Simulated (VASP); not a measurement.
# SbAs (R-3m) in VASP: single point with LDA

Aim: the single point of SbAs with LDA.

Program: VASP 6.6.1. These are calculated values, not measurements. Logs are shortened: lines on timing, memory, paths and dates and some standing lists are left out, and cuts for length are marked.

## (1) The cell of the first run

Symmetry: R-3m, No. 166, trigonal system. Conventional cell: a = 4.025 Å, b = 4.025 Å, c = 10.837 Å, α = 90.00°, β = 90.00°, γ = 120.00°. Within 3.9 Å of Sb (site symmetry -3m) lie 6 As at 2.94 Å. Within 3.9 Å of As (site symmetry -3m) lie 6 Sb at 2.94 Å.

## (2) Single point, LDA

INCAR reads:

```
PREC = Accurate
ENCUT = 500
EDIFF = 1E-6
ISMEAR = 0
SIGMA = 0.1
LREAL = False
LASPH = True
NELM = 120
ALGO = Normal
ISIF = 2
LWAVE = False
LCHARG = False
GGA = CA
NBANDS = 12
GGA_COMPAT = False
```

KPOINTS reads:

```
Automatic mesh
0
Gamma
  6 6 6
```

POSCAR reads:

```
SbAs
1.0
    2.0127488605      1.1620610964      3.6123300000
   -2.0127488605      1.1620610964      3.6123300000
    0.0000000000     -2.3241221929      3.6123300000
Sb As
1 1
Direct
    0.5000000000      0.5000000000      0.5000000000
    0.0000000000      0.0000000000      0.0000000000
```

Potentials or basis: VASP PAW LDA potentials, release 64 (Sb, As).

Command:

```
$ cat potpaw_LDA.64/Sb/POTCAR potpaw_LDA.64/As/POTCAR > POTCAR
$ mpirun -np 1 vasp_std > vasp.out
```

OUTCAR:

```text
PREC = Accurate
   ENCUT = 500
   EDIFF = 1E-6
   ISMEAR = 0
   LREAL = False
   LASPH = True
   NELM = 120
   ISIF = 2
   GGA = CA

 ion  position               nearest neighbor table
   1  0.500  0.500  0.500-   2 2.94   2 2.94   2 2.94   2 2.94   2 2.94   2 2.94
   2  0.000  0.000  0.000-   1 2.94   1 2.94   1 2.94   1 2.94   1 2.94   1 2.94

  LATTYP: Found a trigonal (rhomboedric) cell.
 ALAT       =     4.2954012614
 COS(alpha) =     0.5608613182

  Lattice vectors:

 A1 = (   2.0127488605,   1.1620610964,   3.6123300000)
 A2 = (  -2.0127488605,   1.1620610964,   3.6123300000)
 A3 = (   0.0000000000,  -2.3241221929,   3.6123300000)

Analysis of symmetry for initial positions (statically):
=====================================================================
 Subroutine PRICEL returns:
 Original cell was already a primitive cell.

 Routine SETGRP: Setting up the symmetry group for a
 trigonal (rhombohedral) supercell.

 Subroutine GETGRP returns: Found 12 space group operations
 (whereof 12 operations were pure point group operations)
 out of a pool of 12 trial point group operations.

The static configuration has the point symmetry D_3d.

Analysis of symmetry for dynamics (positions and initial velocities):
=====================================================================
 Subroutine PRICEL returns:
 Original cell was already a primitive cell.

 Routine SETGRP: Setting up the symmetry group for a
 trigonal (rhombohedral) supercell.

 Subroutine GETGRP returns: Found 12 space group operations
 (whereof 12 operations were pure point group operations)
 out of a pool of 12 trial point group operations.

The dynamic configuration has the point symmetry D_3d.

 Subroutine INISYM returns: Found 12 space group operations
 (whereof 12 operations are pure point group operations),
 and found     1 'primitive' translations

----------------------------------------------------------------------------------------

                                     Primitive cell

  volume of cell :      50.6941

  direct lattice vectors                    reciprocal lattice vectors
     2.012748860  1.162061096  3.612330000     0.248416486  0.143423325  0.092276545
    -2.012748860  1.162061096  3.612330000    -0.248416486  0.143423325  0.092276545
     0.000000000 -2.324122193  3.612330000     0.000000000 -0.286846651  0.092276545

  length of vectors
     4.295401261  4.295401261  4.295401261     0.301323683  0.301323683  0.301323683

[... 83 lines left out ...]
   NSW    =      0    number of steps for IOM
   IBRION =     -1    ionic relax: 0-MD 1-quasi-New 2-CG
   NFREE  =      0    steps in history (QN), initial steepest desc. (CG)
   ISIF   =      2    stress and relaxation
   ISYM   =      2    0-nonsym 1-usesym 2-fastsym
   POTIM  = 0.5000    time-step for ionic-motion
   TEBEG  =    0.0;   TEEND  =   0.0 temperature during run
   PSTRESS=    0.0 pullay stress
   NELECT =      10.0000    total number of electrons
   NUPDOWN=      -1.0000    fix difference up-down
   EMIN   =  10.00;   EMAX   =-10.00  energy-range for DOS
   EFERMI =   0.00;   METHOD = LEGACY
   ISMEAR =     0;   SIGMA  =   0.10  broadening in eV -4-tet -1-fermi 0-gaus
   EFERMI_NEDOS =   21; number of points for ismear=-14 and -15
   IALGO  =     38    algorithm
   IMIX   =      4    mixing-type and parameters
     AMIX     =   0.40;   BMIX     =  1.00
     AMIX_MAG =   1.60;   BMIX_MAG =  1.00
  volume/ion in A,a.u.               =      25.35       171.05
  Fermi-wavevector in a.u.,A,eV,Ry     =   0.952992  1.800893 12.356717  0.908193
  Thomas-Fermi vector in A             =   2.081606
   LORBIT       =      0    0 simple, 1 ext, 2 COOP (PROOUT), +10 PAW based schemes
   GGA     = CA    functional components
   LHFCALC =     F    Hartree Fock is set to
   AEXX    =    0.0000 exact exchange contribution
   IVDW    =     0    specifies the selected vdW correction
   LEPSILON=     F    determine dielectric tensor
   LRPA    =     F    only Hartree local field effects (RPA)
 non-spin polarized calculation
 Gauss-broadening in eV      SIGMA  =   0.10
  energy-cutoff  :      500.00
  volume of cell :       50.69
 maximum number of plane-waves:      1310
   NGX = 15   NGY = 15   NGZ = 15

 number of electron      10.0000000 magnetization

 Free energy of the ion-electron system (eV)
  ---------------------------------------------------
  ext. energy  EPLUGINS =         0.00000000
  ---------------------------------------------------
  free energy    TOTEN  =       -10.05562242 eV

  energy without entropy =      -10.05203667  energy(sigma->0) =      -10.05382955

 E-fermi :   6.3778     XC(G=0): -10.0506

 val. band max:        6.3127450259   @ k =   0.1667   0.1667   0.0000
 cond. band min:       6.4623030241   @ k =  -0.3333   0.1667   0.0000
 fundamental gap:      0.1495579982
 Fermi energy:         6.3777539363

 k-point     1 :       0.0000    0.0000    0.0000
  band No.  band energies     occupation
      1      -7.0695      2.00000
      2       1.0335      2.00000
      3       3.8532      2.00000
      4       5.0318      2.00000
      5       5.0318      2.00000
      6       9.7987      0.00000
      7       9.7987      0.00000
      8      10.2299      0.00000
      9      11.0486      0.00000
     10      12.1663      0.00000
     11      12.1663      0.00000
     12      14.0036      0.00000
[... 331 lines left out ...]
 k-point    24 :      -0.3333    0.5000    0.1667
  band No.  band energies     occupation
      1      -4.3030      2.00000
      2      -2.4920      2.00000
      3       0.7929      2.00000
      4       1.8530      2.00000
      5       4.6300      2.00000
      6       8.5471      0.00000
      7      10.4391      0.00000
      8      12.0707      0.00000
      9      12.6831      0.00000
     10      14.4685      0.00000
     11      17.0029      0.00000
     12      18.3639      0.00000

 [... further k-points ...]
[... 5 lines left out ...]
  --------------------------------------------------------------------------------------
  -------------------------------------------------------------------------------------
  Total       -1.2216130     -1.2216130     -2.4902347      0.0000000      0.0000000      0.0000000
  in kB      -38.6088642    -38.6088642    -78.7034280      0.0000000      0.0000000      0.0000000
  external PRESSURE =     -51.9737188 kB  Pullay stress =       0.0000000 kB

 VOLUME and BASIS-vectors are now :
 -----------------------------------------------------------------------------
  energy-cutoff  :      500.00
  volume of cell :       50.69
      direct lattice vectors                 reciprocal lattice vectors
     2.012748860  1.162061096  3.612330000     0.248416486  0.143423325  0.092276545
    -2.012748860  1.162061096  3.612330000    -0.248416486  0.143423325  0.092276545
     0.000000000 -2.324122193  3.612330000     0.000000000 -0.286846651  0.092276545

 POSITION                                       TOTAL-FORCE (eV/Angst)
 -----------------------------------------------------------------------------------
      0.00000     -0.00000      5.41850        -0.000000     -0.000000      0.000000
      0.00000      0.00000      0.00000         0.000000      0.000000      0.000000
 -----------------------------------------------------------------------------------
    total drift:                               -0.000000     -0.000000     -0.000000

  FREE ENERGIE OF THE ION-ELECTRON SYSTEM (eV)
  ---------------------------------------------------
  free  energy   TOTEN  =       -10.0556224225 eV

  energy  without entropy=      -10.0520366700  energy(sigma->0) =      -10.05382955
```

OSZICAR:

```text
N       E                     dE             d eps       ncg     rms          rms(c)
DAV:   1     0.222262352168E+02    0.22226E+02   -0.37018E+03   768   0.652E+02
DAV:   2    -0.875456122165E+01   -0.30981E+02   -0.30259E+02  1100   0.104E+02
DAV:   3    -0.101323552473E+02   -0.13778E+01   -0.13600E+01   920   0.210E+01
DAV:   4    -0.101426980653E+02   -0.10343E-01   -0.10341E-01   904   0.221E+00
DAV:   5    -0.101427826330E+02   -0.84568E-04   -0.84567E-04   916   0.220E-01    0.295E+00
DAV:   6    -0.100581596766E+02    0.84623E-01   -0.40596E-01   832   0.192E+00    0.176E+00
DAV:   7    -0.100570536542E+02    0.11060E-02   -0.20122E-02   932   0.765E-01    0.760E-01
DAV:   8    -0.100557150473E+02    0.13386E-02   -0.18872E-03   836   0.192E-01    0.106E-01
DAV:   9    -0.100556210195E+02    0.94028E-04   -0.47067E-04   856   0.836E-02    0.433E-02
DAV:  10    -0.100556223656E+02   -0.13462E-05   -0.31794E-05   864   0.321E-02    0.282E-03
DAV:  11    -0.100556224225E+02   -0.56803E-07   -0.10942E-06   676   0.613E-03
   1 F= -.10055622E+02 E0= -.10053830E+02  d E =-.358575E-02
```

stdout:

```text
POSCAR found type information on POSCAR SbAs
 POSCAR found :  2 types and       2 ions
 scaLAPACK will be used
 LDA part: xc-table for (Slater(with rela. corr.)+CA(PZ))
 , standard interpolation
 POSCAR, INCAR and KPOINTS ok, starting setup
 FFT: planning ... GRIDC
 FFT: planning ... GRID_SOFT
 FFT: planning ... GRID
 WAVECAR not read
 entering main loop
```

It took 19 s on 1 thread of AMD EPYC 7R43 (Zen 3), shared host; peak memory 0.13 GiB.

What came out:

```yaml
Free_energy: -10.0556 eV
Pressure: -5.2 GPa
Band_gap_on_the_k_mesh: zero (band 5 reaches 6.61 eV, above the bottom of band 6 at 6.10 eV)
```

Stress tensor (GPa, compression positive):
```
-3.86  0.00  0.00
 0.00 -3.86  0.00
 0.00  0.00 -7.87
```

Levels at points of the mesh, in eV from the Fermi level:
| k point | band 2 | band 3 | band 4 | band 5 | band 6 | band 7 | band 8 | band 9 |
| --- | --- | --- | --- | --- | --- | --- | --- | --- |
| (0.00, 0.00, 0.00) | -5.34 | -2.52 | -1.35 | -1.35 | 3.42 | 3.42 | 3.85 | 4.67 |
| (0.50, 0.00, 0.00) | -9.91 | -1.32 | -0.97 | -0.84 | -0.19 | -0.16 | 0.35 | 8.19 |
| (0.50, 0.50, 0.00) | -7.95 | -6.00 | -4.13 | -3.37 | 2.44 | 5.18 | 5.42 | 6.90 |
| (0.50, 0.50, 0.50) | -10.34 | -0.54 | -0.54 | 0.24 | 0.24 | 0.31 | 1.13 | 8.31 |

Caveat: spin-orbit coupling is left out, which moves the levels of the heavy elements.
